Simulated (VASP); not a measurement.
# KCl (Fm-3m) in VASP: notebook

KCl is run at these levels: PBE; tasks: single point.

Program: VASP 6.6.1. These are calculated values, not measurements. Logs are shortened: lines on timing, memory, paths and dates and some standing lists are left out, and cuts for length are marked.

**1. The cell of the first run**

It takes space group Fm-3m (No. 225, cubic). Conventional cell: a = 6.075 Å, b = 6.075 Å, c = 6.075 Å, α = 90.00°, β = 90.00°, γ = 90.00°. K (site symmetry m-3m) has 6 Cl at 3.04 Å within 4.0 Å. Within 4.0 Å of Cl (site symmetry m-3m) lie 6 K at 3.04 Å.

**2. Single point, PBE (Li replaced by K, lengths x 1.196, strained)**

File INCAR:

```
SYSTEM = KCl
PREC = Accurate ; ENCUT = 500
EDIFF = 1E-6 ; ISMEAR = 0
SIGMA = 0.02 ; LREAL = .FALSE.
LASPH = .TRUE. ; NELM = 120
ALGO = Normal ; ISIF = 2
LWAVE = .FALSE. ; LCHARG = .FALSE.
GGA = PE ; NBANDS = 15
GGA_COMPAT = .FALSE.
```

File KPOINTS:

```
regular mesh
0
G
  6 6 6
  0 0 0
```

File POSCAR:

```
KCl
1.0
    0.0000000000      3.0373365445      3.0373365445
    3.0373365445      0.0000000000      3.0373365445
    3.0373365445      3.0373365445      0.0000000000
K Cl
1 1
Direct
    0.0000000000      0.0000000000      0.0000000000
    0.5000000000      0.5000000000      0.5000000000
```

Potentials or basis: VASP PAW PBE potentials, release 64 (K_sv, Cl).

Command:

```bash
cat potpaw_PBE.64/K_sv/POTCAR potpaw_PBE.64/Cl/POTCAR > POTCAR
mpirun -np 1 vasp_std > vasp.out
```

OUTCAR:

```text
SYSTEM = KCl
   PREC = Accurate
   ENCUT = 500
   EDIFF = 1E-6
   ISMEAR = 0
   LREAL = .FALSE.
   LASPH = .TRUE.
   NELM = 120
   ISIF = 2
   GGA = PE

 ion  position               nearest neighbor table
   1  0.000  0.000  0.000-   2 3.04   2 3.04   2 3.04   2 3.04   2 3.04   2 3.04
   2  0.500  0.500  0.500-   1 3.04   1 3.04   1 3.04   1 3.04   1 3.04   1 3.04

  LATTYP: Found a face centered cubic cell.
 ALAT       =     6.0746730890

  Lattice vectors:

 A1 = (   0.0000000000,   3.0373365445,   3.0373365445)
 A2 = (   3.0373365445,   0.0000000000,   3.0373365445)
 A3 = (   3.0373365445,   3.0373365445,   0.0000000000)

Analysis of symmetry for initial positions (statically):
=====================================================================
 Subroutine PRICEL returns:
 Original cell was already a primitive cell.

 Routine SETGRP: Setting up the symmetry group for a
 face centered cubic supercell.

 Subroutine GETGRP returns: Found 48 space group operations
 (whereof 48 operations were pure point group operations)
 out of a pool of 48 trial point group operations.

The static configuration has the point symmetry O_h .

Analysis of symmetry for dynamics (positions and initial velocities):
=====================================================================
 Subroutine PRICEL returns:
 Original cell was already a primitive cell.

 Routine SETGRP: Setting up the symmetry group for a
 face centered cubic supercell.

 Subroutine GETGRP returns: Found 48 space group operations
 (whereof 48 operations were pure point group operations)
 out of a pool of 48 trial point group operations.

The dynamic configuration has the point symmetry O_h .

 Subroutine INISYM returns: Found 48 space group operations
 (whereof 48 operations are pure point group operations),
 and found     1 'primitive' translations

----------------------------------------------------------------------------------------

                                     Primitive cell

  volume of cell :      56.0414

  direct lattice vectors                    reciprocal lattice vectors
     0.000000000  3.037336545  3.037336545    -0.164617912  0.164617912  0.164617912
     3.037336545  0.000000000  3.037336545     0.164617912 -0.164617912  0.164617912
     3.037336545  3.037336545  0.000000000     0.164617912  0.164617912 -0.164617912

  length of vectors
     4.295442535  4.295442535  4.295442535     0.285126587  0.285126587  0.285126587

  position of ions in fractional coordinates (direct lattice)
     0.000000000  0.000000000  0.000000000
     0.500000000  0.500000000  0.500000000

  ion indices of the primitive-cell ions
   primitive index   ion index
                 1           1
                 2           2

[... 76 lines left out ...]
   EFERMI =   0.00;   METHOD = LEGACY
   ISMEAR =     0;   SIGMA  =   0.02  broadening in eV -4-tet -1-fermi 0-gaus
   EFERMI_NEDOS =   21; number of points for ismear=-14 and -15
   IALGO  =     38    algorithm
   IMIX   =      4    mixing-type and parameters
     AMIX     =   0.40;   BMIX     =  1.00
     AMIX_MAG =   1.60;   BMIX_MAG =  1.00
  volume/ion in A,a.u.               =      28.02       189.09
  Fermi-wavevector in a.u.,A,eV,Ry     =   1.077983  2.037092 15.810614  1.162047
  Thomas-Fermi vector in A             =   2.213909
   LORBIT       =      0    0 simple, 1 ext, 2 COOP (PROOUT), +10 PAW based schemes
   GGA     = PE    functional components
   LHFCALC =     F    Hartree Fock is set to
   AEXX    =    0.0000 exact exchange contribution
   IVDW    =     0    specifies the selected vdW correction
   LEPSILON=     F    determine dielectric tensor
   LRPA    =     F    only Hartree local field effects (RPA)
 non-spin polarized calculation
 Gauss-broadening in eV      SIGMA  =   0.02
  energy-cutoff  :      500.00
  volume of cell :       56.04
 maximum number of plane-waves:      1435
   NGX = 15   NGY = 15   NGZ = 15

 number of electron      16.0000000 magnetization

 Free energy of the ion-electron system (eV)
  ---------------------------------------------------
  ext. energy  EPLUGINS =         0.00000000
  ---------------------------------------------------
  free energy    TOTEN  =        -6.72318381 eV

  energy without entropy =       -6.72318381  energy(sigma->0) =       -6.72318381

 E-fermi :  -1.2009     XC(G=0):  -7.9826

 val. band max:       -1.3827681340   @ k =   0.0000   0.0000   0.0000
 cond. band min:       4.1924667633   @ k =   0.0000   0.0000   0.0000
 fundamental gap:      5.5752348973
 Fermi energy:        -1.2009122752

 k-point     1 :       0.0000    0.0000    0.0000
  band No.  band energies     occupation
      1     -28.3401      2.00000
      2     -13.6329      2.00000
      3     -11.8016      2.00000
      4     -11.8016      2.00000
      5     -11.8016      2.00000
      6      -1.3828      2.00000
      7      -1.3828      2.00000
      8      -1.3828      2.00000
      9       4.1925      0.00000
     10       7.0329      0.00000
     11       7.0329      0.00000
     12       7.0329      0.00000
     13       7.9704      0.00000
     14       7.9704      0.00000
[... 257 lines left out ...]
      2     -13.6005      2.00000
      3     -11.9837      2.00000
      4     -11.9180      2.00000
      5     -11.7321      2.00000
      6      -2.0163      2.00000
      7      -1.8935      2.00000
      8      -1.7820      2.00000
      9       5.8799      0.00000
     10       7.8560      0.00000
     11       8.2147      0.00000
     12       9.2381      0.00000
     13       9.9355      0.00000
     14      10.7448      0.00000
     15      11.5398      0.00000

------------------------ aborting loop because EDIFF is reached ----------------------------------------

  FORCE on cell =-STRESS in cart. coord.  units (eV):
  Direction    XX          YY          ZZ          XY          YZ          ZX
  --------------------------------------------------------------------------------------
  -------------------------------------------------------------------------------------
  Total        1.2207981      1.2207981      1.2207981     -0.0000000     -0.0000000      0.0000000
  in kB       34.9016293     34.9016293     34.9016293     -0.0000000     -0.0000000      0.0000000
  external PRESSURE =      34.9016293 kB  Pullay stress =       0.0000000 kB

 VOLUME and BASIS-vectors are now :
 -----------------------------------------------------------------------------
  energy-cutoff  :      500.00
  volume of cell :       56.04
      direct lattice vectors                 reciprocal lattice vectors
     0.000000000  3.037336545  3.037336545    -0.164617912  0.164617912  0.164617912
     3.037336545  0.000000000  3.037336545     0.164617912 -0.164617912  0.164617912
     3.037336545  3.037336545  0.000000000     0.164617912  0.164617912 -0.164617912

 POSITION                                       TOTAL-FORCE (eV/Angst)
 -----------------------------------------------------------------------------------
      0.00000      0.00000      0.00000         0.000000     -0.000000     -0.000000
      3.03734      3.03734      3.03734        -0.000000      0.000000      0.000000
 -----------------------------------------------------------------------------------
    total drift:                                0.000000     -0.000000     -0.000000

  FREE ENERGIE OF THE ION-ELECTRON SYSTEM (eV)
  ---------------------------------------------------
  free  energy   TOTEN  =        -6.7231838102 eV

  energy  without entropy=       -6.7231838102  energy(sigma->0) =       -6.72318381
```

OSZICAR:

```text
N       E                     dE             d eps       ncg     rms          rms(c)
DAV:   1     0.104621948672E+03    0.10462E+03   -0.72559E+03   480   0.955E+02
DAV:   2    -0.126718724649E+01   -0.10589E+03   -0.98785E+02   649   0.242E+02
DAV:   3    -0.677618022359E+01   -0.55090E+01   -0.54852E+01   648   0.502E+01
DAV:   4    -0.699026606898E+01   -0.21409E+00   -0.21406E+00   757   0.861E+00
DAV:   5    -0.699192809559E+01   -0.16620E-02   -0.16620E-02   634   0.832E-01    0.397E+00
DAV:   6    -0.672366775208E+01    0.26826E+00   -0.38646E-01   599   0.334E+00    0.324E+00
DAV:   7    -0.671111270753E+01    0.12555E-01   -0.10127E-01   648   0.187E+00    0.178E+00
DAV:   8    -0.672209061113E+01   -0.10978E-01   -0.14512E-02   601   0.932E-01    0.183E-01
DAV:   9    -0.672263981306E+01   -0.54920E-03   -0.58282E-04   641   0.154E-01    0.914E-02
DAV:  10    -0.672317443485E+01   -0.53462E-03   -0.55131E-04   508   0.146E-01    0.186E-02
DAV:  11    -0.672318144757E+01   -0.70127E-05   -0.19509E-05   644   0.291E-02    0.732E-03
DAV:  12    -0.672318367876E+01   -0.22312E-05   -0.43757E-06   536   0.147E-02    0.244E-03
DAV:  13    -0.672318381019E+01   -0.13143E-06   -0.13478E-07   471   0.237E-03
   1 F= -.67231838E+01 E0= -.67231838E+01  d E =-.194140E-39
```

stdout:

```text
POSCAR found type information on POSCAR K Cl
 POSCAR found :  2 types and       2 ions
 scaLAPACK will be used
 LDA part: xc-table for (Slater+PW92), standard interpolation
 POSCAR, INCAR and KPOINTS ok, starting setup
 FFT: planning ... GRIDC
 FFT: planning ... GRID_SOFT
 FFT: planning ... GRID
 WAVECAR not read
 entering main loop
```

Run time: 9.4 s. Hardware: 1 thread of Intel Xeon Platinum 8375C at 2.90GHz (Ice Lake), shared host; peak memory 0.17 GiB.

Results:

```yaml
Free_energy: -6.7232 eV
Pressure: 3.5 GPa
Band_gap_on_the_k_mesh: 5.58 eV
```

Levels at points of the mesh, in eV from the valence-band top:
```csv
k point,band 4,band 5,band 6,band 7,band 8,band 9,band 10,band 11,band 12,band 13
"(0.00, 0.00, 0.00)",-10.42,-10.42,0.00,0.00,0.00,5.58,8.42,8.42,8.42,9.35
"(0.50, 0.00, 0.00)",-10.43,-10.10,-1.25,-0.42,-0.42,7.90,9.02,10.87,10.87,11.79
"(0.50, 0.50, 0.00)",-10.50,-10.50,-0.72,-0.24,-0.24,6.42,8.85,10.43,10.72,11.06
```

Caveat: the cell differs from its parent crystal (Li replaced by K, lengths x 1.196, strained); the cell stands under pressure.

**3. Single point, PBE (Li replaced by K, lengths x 1.196, strained)**

File INCAR:

```
ALGO     = Normal         # electronic algorithm
EDIFF    = 1E-6           # SCF threshold, eV
ENCUT    = 500            # plane-wave cutoff, eV
GGA      = PE             # functional
GGA_COMPAT= False        
ISIF     = 2              # what is computed and relaxed
ISMEAR   = 0              # smearing method
LASPH    = True           # aspherical terms in the spheres
LCHARG   = True           # write CHGCAR
LELF     = True           # ELF
LREAL    = False          # projectors in reciprocal space
LVHAR    = True         
LWAVE    = False          # write WAVECAR
NBANDS   = 15             # bands
NELM     = 120            # most SCF steps
PREC     = Accurate       # precision mode
SIGMA    = 0.02           # smearing width, eV
```

File KPOINTS:

```
k-points
0
Gamma
  8 8 8
```

File POSCAR:

```
KCl
1.0
    0.0000000000      2.9745027123      2.9745027123
    2.9745027123      0.0000000000      2.9745027123
    2.9745027123      2.9745027123      0.0000000000
K Cl
1 1
Direct
    0.0000000000      0.0000000000      0.0000000000
    0.5000000000      0.5000000000      0.5000000000
```

Potentials or basis: VASP PAW PBE potentials, release 64 (K_sv, Cl).

Command:

```bash
cat potpaw_PBE.64/K_sv/POTCAR potpaw_PBE.64/Cl/POTCAR > POTCAR
mpirun -np 1 vasp_std > vasp.out
```

Wall time 32 s (1 thread of Intel Xeon 8259CL, shared host); peak memory 0.18 GiB.

It converged, with:

```
Free energy            : -6.6246 eV
Pressure               : 5.8 GPa
Band gap on the k mesh : 5.83 eV
```

Levels at points of the mesh, in eV from the valence-band top:
| k point | band 6 | band 7 | band 8 | band 9 | band 10 | band 11 |
| --- | --- | --- | --- | --- | --- | --- |
| (0.00, 0.00, 0.00) | 0.00 | 0.00 | 0.00 | 5.83 | 8.41 | 8.41 |
| (0.50, 0.00, 0.00) | -1.38 | -0.49 | -0.49 | 8.08 | 9.25 | 11.07 |
| (0.50, 0.50, 0.00) | -0.75 | -0.25 | -0.25 | 6.32 | 9.16 | 10.53 |

Caveat: the cell differs from its parent crystal (Li replaced by K, lengths x 1.196, strained); the cell stands under pressure.
